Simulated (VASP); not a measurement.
# Mg2O3 (Pn-3m) in VASP: notebook

Runs on Mg2O3. Level: PBE. Tasks: single point.

Everything below comes from runs of VASP 6.6.1. Logs are shortened: lines on timing, memory, paths and dates and some standing lists are left out, and cuts for length are marked.

**1. The cell of the first run**

Symmetry: Pn-3m, No. 224, cubic system. Conventional cell: a = 4.810 Å, b = 4.810 Å, c = 4.810 Å, α = 90.00°, β = 90.00°, γ = 90.00°. Mg (site symmetry -3m) has 6 O at 2.08 Å within 2.8 Å. Within 2.8 Å of O (site symmetry -42m) lie 4 Mg at 2.08 Å and 4 O at 2.40 Å.

**2. Single point, PBE**

File INCAR:

```
SYSTEM = Mg2O3
PREC = Accurate
ENCUT = 520
EDIFF = 1E-6
ISMEAR = -1
SIGMA = 0.06122561905347299
LREAL = .False.
LASPH = .True.
NELM = 100
ALGO = Normal
ISIF = 2
LWAVE = .False.
LCHARG = .True.
GGA = PE
LVHAR = .True.
NBANDS = 33
KPAR = 4
```

File KPOINTS:

```
regular mesh
0
Gamma
  23 23 23
  0 0 0
```

File POSCAR:

```
Mg2O3
1.0
    4.8098241019      0.0000000000      0.0000000000
    0.0000000000      4.8098241019      0.0000000000
    0.0000000000      0.0000000000      4.8098241019
Mg O
4 6
Direct
    0.2500000000      0.2500000000      0.2500000000
    0.7500000000      0.7500000000      0.2500000000
    0.7500000000      0.2500000000      0.7500000000
    0.2500000000      0.7500000000      0.7500000000
    0.5000000000      0.0000000000      0.0000000000
    0.0000000000      0.5000000000      0.0000000000
    0.0000000000      0.0000000000      0.5000000000
    0.5000000000      0.5000000000      0.0000000000
    0.5000000000      0.0000000000      0.5000000000
    0.0000000000      0.5000000000      0.5000000000
```

Potentials or basis: VASP PAW PBE potentials, release 64 (Mg, O).

Started as:

```
$ cat potpaw_PBE.64/Mg/POTCAR potpaw_PBE.64/O/POTCAR > POTCAR
$ mpirun -np 4 vasp_std > vasp.out
```

OUTCAR:

```text
SYSTEM = Mg2O3
   PREC = Accurate
   ENCUT = 520
   EDIFF = 1E-6
   ISMEAR = -1
   LREAL = .False.
   LASPH = .True.
   NELM = 100
   ISIF = 2
   GGA = PE

 ion  position               nearest neighbor table
   1  0.250  0.250  0.250-   5 2.08   6 2.08   7 2.08   8 2.08   9 2.08  10 2.08   2 3.40   3 3.40
                             4 3.40   3 3.40   4 3.40   2 3.40   4 3.40   4 3.40   2 3.40   3 3.40
   2  0.750  0.750  0.250-   5 2.08   6 2.08   7 2.08   8 2.08   9 2.08  10 2.08   1 3.40   3 3.40
                             4 3.40   3 3.40   4 3.40   1 3.40   3 3.40   3 3.40   1 3.40   4 3.40
   3  0.750  0.250  0.750-   5 2.08   6 2.08   7 2.08   8 2.08   9 2.08  10 2.08   1 3.40   2 3.40
                             4 3.40   1 3.40   2 3.40   2 3.40   4 3.40   2 3.40   1 3.40   4 3.40
   4  0.250  0.750  0.750-   5 2.08   6 2.08   7 2.08   8 2.08   9 2.08  10 2.08   1 3.40   2 3.40
                             3 3.40   1 3.40   2 3.40   1 3.40   3 3.40   1 3.40   2 3.40   3 3.40
   5  0.500  0.000  0.000-   1 2.08   2 2.08   3 2.08   4 2.08
   6  0.000  0.500  0.000-   1 2.08   2 2.08   3 2.08   4 2.08
   7  0.000  0.000  0.500-   1 2.08   2 2.08   3 2.08   4 2.08
   8  0.500  0.500  0.000-   1 2.08   2 2.08   3 2.08   4 2.08
   9  0.500  0.000  0.500-   1 2.08   2 2.08   3 2.08   4 2.08
  10  0.000  0.500  0.500-   1 2.08   2 2.08   3 2.08   4 2.08

  LATTYP: Found a simple cubic cell.
 ALAT       =     4.8098241019

  Lattice vectors:

 A1 = (   4.8098241019,   0.0000000000,   0.0000000000)
 A2 = (   0.0000000000,   4.8098241019,   0.0000000000)
 A3 = (   0.0000000000,   0.0000000000,   4.8098241019)

Analysis of symmetry for initial positions (statically):
=====================================================================
 Subroutine PRICEL returns:
 Original cell was already a primitive cell.

 Routine SETGRP: Setting up the symmetry group for a
 simple cubic supercell.

 Subroutine GETGRP returns: Found 48 space group operations
 (whereof 24 operations were pure point group operations)
 out of a pool of 48 trial point group operations.

The static configuration has the point symmetry T_d .
 The point group associated with its full space group is O_h .

Analysis of symmetry for dynamics (positions and initial velocities):
=====================================================================
 Subroutine PRICEL returns:
 Original cell was already a primitive cell.

 Routine SETGRP: Setting up the symmetry group for a
 simple cubic supercell.

 Subroutine GETGRP returns: Found 48 space group operations
 (whereof 24 operations were pure point group operations)
 out of a pool of 48 trial point group operations.

The dynamic configuration has the point symmetry T_d .
 The point group associated with its full space group is O_h .

 Subroutine INISYM returns: Found 48 space group operations
 (whereof 24 operations are pure point group operations),
 and found     1 'primitive' translations

----------------------------------------------------------------------------------------

                                     Primitive cell

  volume of cell :     111.2724

  direct lattice vectors                    reciprocal lattice vectors
     4.809824102  0.000000000  0.000000000     0.207907811  0.000000000  0.000000000
     0.000000000  4.809824102  0.000000000     0.000000000  0.207907811  0.000000000
     0.000000000  0.000000000  4.809824102     0.000000000  0.000000000  0.207907811

  length of vectors
     4.809824102  4.809824102  4.809824102     0.207907811  0.207907811  0.207907811

  position of ions in fractional coordinates (direct lattice)
     0.250000000  0.250000000  0.250000000
     0.750000000  0.750000000  0.250000000
     0.750000000  0.250000000  0.750000000
     0.250000000  0.750000000  0.750000000
     0.500000000  0.000000000  0.000000000
     0.000000000  0.500000000  0.000000000
     0.000000000  0.000000000  0.500000000
     0.500000000  0.500000000  0.000000000
     0.500000000  0.000000000  0.500000000
     0.000000000  0.500000000  0.500000000

  ion indices of the primitive-cell ions
   primitive index   ion index
                 1           1
                 2           2
                 3           3
                 4           4
                 5           5
                 6           6
                 7           7
                 8           8
                 9           9
                10          10

----------------------------------------------------------------------------------------

 KPOINTS: regular mesh

Automatic generation of k-mesh.
 Grid dimensions read from file:
 generate k-points for:   23   23   23

 Generating k-lattice:

  Cartesian coordinates                     Fractional coordinates (reciprocal lattice)
     0.009039470  0.000000000  0.000000000     0.043478261  0.000000000  0.000000000
     0.000000000  0.009039470  0.000000000     0.000000000  0.043478261  0.000000000
     0.000000000  0.000000000  0.009039470     0.000000000  0.000000000  0.043478261

  Length of vectors
     0.009039470  0.009039470  0.009039470

  Shift w.r.t. Gamma in fractional coordinates (k-lattice)
     0.000000000  0.000000000  0.000000000

 Subroutine IBZKPT returns following result:
 ===========================================

 Found    364 irreducible k-points:

 Following reciprocal coordinates:
            Coordinates               Weight
  0.000000  0.000000  0.000000      1.000000
  0.043478  0.000000  0.000000      6.000000
  0.086957  0.000000  0.000000      6.000000
  0.130435  0.000000  0.000000      6.000000
  0.173913  0.000000  0.000000      6.000000
  0.217391  0.000000  0.000000      6.000000
[... 16 lines left out ...]
  0.478261  0.043478  0.000000     24.000000
  0.086957  0.086957  0.000000     12.000000
 [... further k-points ...]
   k-points           NKPTS =    364   k-points in BZ     NKDIM =    364   number of bands    NBANDS=     33
   number of dos      NEDOS =    301   number of ions     NIONS =     10
   total plane-waves  NPLWV =  46656
   dimension x,y,z NGX =    36 NGY =   36 NGZ =   36
   dimension x,y,z NGXF=    72 NGYF=   72 NGZF=   72
   ions per type =               4   6
   NGX,Y,Z   is equivalent  to a cutoff of  12.44, 12.44, 12.44 a.u.
   NGXF,Y,Z  is equivalent  to a cutoff of  24.89, 24.89, 24.89 a.u.
 SYSTEM =  Mg2O3
   PREC   = accura    normal or accurate (medium, high low for compatibility)
   ISTART =      0    job   : 0-new  1-cont  2-samecut
   ICHARG =      2    charge: 1-file 2-atom 10-const
   ISPIN  =      1    spin polarized calculation?
   LNONCOLLINEAR =      F non collinear calculations
   LSORBIT =      F    spin-orbit coupling
   LASPH  =      T    aspherical Exc in radial PAW
   ENCUT  =  520.0 eV  38.22 Ry    6.18 a.u.   8.94  8.94  8.94*2*pi/ulx,y,z
   NELM   =    100;   NELMIN=  2; NELMDL= -5     # of ELM steps
   EDIFF  = 0.1E-05   stopping-criterion for ELM
   LREAL  =      F    real-space projection
   EDIFFG = 0.1E-04   stopping-criterion for IOM
   NSW    =      0    number of steps for IOM
   IBRION =     -1    ionic relax: 0-MD 1-quasi-New 2-CG
   NFREE  =      0    steps in history (QN), initial steepest desc. (CG)
   ISIF   =      2    stress and relaxation
   ISYM   =      2    0-nonsym 1-usesym 2-fastsym
   POTIM  = 0.5000    time-step for ionic-motion
   TEBEG  =    0.0;   TEEND  =   0.0 temperature during run
   PSTRESS=    0.0 pullay stress
   NELECT =      44.0000    total number of electrons
   NUPDOWN=      -1.0000    fix difference up-down
   EMIN   =  10.00;   EMAX   =-10.00  energy-range for DOS
   EFERMI =   0.00;   METHOD = LEGACY
   ISMEAR =    -1;   SIGMA  =   0.06  broadening in eV -4-tet -1-fermi 0-gaus
   EFERMI_NEDOS =   21; number of points for ismear=-14 and -15
   IALGO  =     38    algorithm
   IMIX   =      4    mixing-type and parameters
     AMIX     =   0.40;   BMIX     =  1.00
     AMIX_MAG =   1.60;   BMIX_MAG =  1.00
  volume/ion in A,a.u.               =      11.13        75.09
  Fermi-wavevector in a.u.,A,eV,Ry     =   1.201609  2.270712 19.644967  1.443864
  Thomas-Fermi vector in A             =   2.337413
   LORBIT       =      0    0 simple, 1 ext, 2 COOP (PROOUT), +10 PAW based schemes
   GGA     = PE    functional components
   LHFCALC =     F    Hartree Fock is set to
   AEXX    =    0.0000 exact exchange contribution
   IVDW    =     0    specifies the selected vdW correction
   LEPSILON=     F    determine dielectric tensor
   LRPA    =     F    only Hartree local field effects (RPA)
 non-spin polarized calculation
  energy-cutoff  :      520.00
  volume of cell :      111.27
 maximum number of plane-waves:      3028
 NGX is ok and might be reduce to    36
   NGX = 17   NGY = 17   NGZ = 17

 number of electron      43.9999964 magnetization

 Free energy of the ion-electron system (eV)
  ---------------------------------------------------
  ext. energy  EPLUGINS =         0.00000000
  ---------------------------------------------------
  free energy    TOTEN  =       -52.23354837 eV

  energy without entropy =      -52.16176562  energy(sigma->0) =      -52.19765700

 E-fermi :   2.1293     XC(G=0):  -9.9862

 val. band max:        2.1292386785   @ k =   0.2609   0.2174   0.1739
 cond. band min:       2.1299060226   @ k =   0.2174   0.1739   0.0435
 fundamental gap:      0.0006673441
 Fermi energy:         2.1293304881

 k-point     1 :       0.0000    0.0000    0.0000
  band No.  band energies     occupation
      1     -16.2305      2.00000
      2     -15.1923      2.00000
      3     -15.1923      2.00000
      4     -13.9861      2.00000
      5     -13.9861      2.00000
      6     -13.5084      2.00000
[... 25 lines left out ...]
     32      13.5193      0.00000
     33      15.0798      0.00000
[... 797 lines left out ...]
      3     -15.1730      2.00000
      4     -14.0245      2.00000
      5     -13.9927      2.00000
      6     -13.5425      2.00000
[... 25 lines left out ...]
     32      13.4472      0.00000
     33      14.6045      0.00000

 [... further k-points ...]

------------------------ aborting loop because EDIFF is reached ----------------------------------------

  FORCE on cell =-STRESS in cart. coord.  units (eV):
  Direction    XX          YY          ZZ          XY          YZ          ZX
  --------------------------------------------------------------------------------------
  -------------------------------------------------------------------------------------
  Total        1.2206780      1.2206780      1.2206780      0.0000000     -0.0000000     -0.0000000
  in kB       17.5761646     17.5761646     17.5761646      0.0000000     -0.0000000     -0.0000000
  external PRESSURE =      17.5761646 kB  Pullay stress =       0.0000000 kB

 VOLUME and BASIS-vectors are now :
 -----------------------------------------------------------------------------
  energy-cutoff  :      520.00
  volume of cell :      111.27
      direct lattice vectors                 reciprocal lattice vectors
     4.809824102  0.000000000  0.000000000     0.207907811  0.000000000  0.000000000
     0.000000000  4.809824102  0.000000000     0.000000000  0.207907811  0.000000000
     0.000000000  0.000000000  4.809824102     0.000000000  0.000000000  0.207907811

 POSITION                                       TOTAL-FORCE (eV/Angst)
 -----------------------------------------------------------------------------------
      1.20246      1.20246      1.20246         0.000000     -0.000000     -0.000000
      3.60737      3.60737      1.20246        -0.000000      0.000000      0.000000
      3.60737      1.20246      3.60737         0.000000      0.000000      0.000000
      1.20246      3.60737      3.60737        -0.000000     -0.000000     -0.000000
      2.40491      0.00000      0.00000         0.000000     -0.000000     -0.000000
      0.00000      2.40491      0.00000        -0.000000      0.000000     -0.000000
      0.00000      0.00000      2.40491         0.000000      0.000000      0.000000
      2.40491      2.40491      0.00000        -0.000000     -0.000000     -0.000000
      2.40491      0.00000      2.40491         0.000000     -0.000000      0.000000
      0.00000      2.40491      2.40491        -0.000000      0.000000      0.000000
 -----------------------------------------------------------------------------------
    total drift:                               -0.000000      0.000000     -0.000000

  FREE ENERGIE OF THE ION-ELECTRON SYSTEM (eV)
  ---------------------------------------------------
  free  energy   TOTEN  =       -52.2335483738 eV

  energy  without entropy=      -52.1617656247  energy(sigma->0) =      -52.19765700
```

Wall time 7 min (4 MPI ranks of Oxide Virtual Turin-like, shared host); peak memory 0.93 GiB.

Results:

- Free energy: -52.2335 eV
- Pressure: 1.8 GPa
- Band gap on the k mesh: zero (bands 22 and 23 overlap by 2.29 eV)

**3. Single point, PBE**

This run uses another cell than the first one, of 10.90 Å³/atom.

File INCAR:

```
PREC = Accurate
ENCUT = 520
EDIFF = 1E-6
ISMEAR = -1
SIGMA = 0.06122561905347299
LREAL = F
LASPH = T
NELM = 80
ALGO = Normal
ISIF = 2
LWAVE = F
LCHARG = T
GGA = PE
LELF = T
LVHAR = T
NBANDS = 33
```

File KPOINTS:

```
regular mesh
0
Gamma
  23 23 23
```

POSCAR, as its differences from that of step 2:

```diff
@@ -2,5 +2,5 @@
 1.0
-    4.8098241019      0.0000000000      0.0000000000
-    0.0000000000      4.8098241019      0.0000000000
-    0.0000000000      0.0000000000      4.8098241019
+    4.7768790673      0.0000000000      0.0000000000
+    0.0000000000      4.7768790673      0.0000000000
+    0.0000000000      0.0000000000      4.7768790673
 Mg O
```

Potentials or basis: VASP PAW PBE potentials, release 64 (Mg, O).

Started as:

```
$ cat potpaw_PBE.64/Mg/POTCAR potpaw_PBE.64/O/POTCAR > POTCAR
$ mpirun -np 1 vasp_std > vasp.out
```

It took 22 min on 1 thread of Oxide Virtual Turin-like, shared host; peak memory 0.9 GiB.

Results (log left out):

| Item | Value |
| --- | --- |
| Free energy | -52.1874 eV |
| Pressure | 4.4 GPa |
| Band gap on the k mesh | zero (bands 22 and 23 overlap by 2.35 eV) |

Levels at points of the mesh, in eV from the Fermi level:
```csv
k point,band 19,band 20,band 21,band 22,band 23,band 24,band 25,band 26
"(0.00, 0.00, 0.00)",0.38,0.38,0.38,0.43,0.43,0.43,2.66,4.06
```

Caveat: the cell stands under pressure.
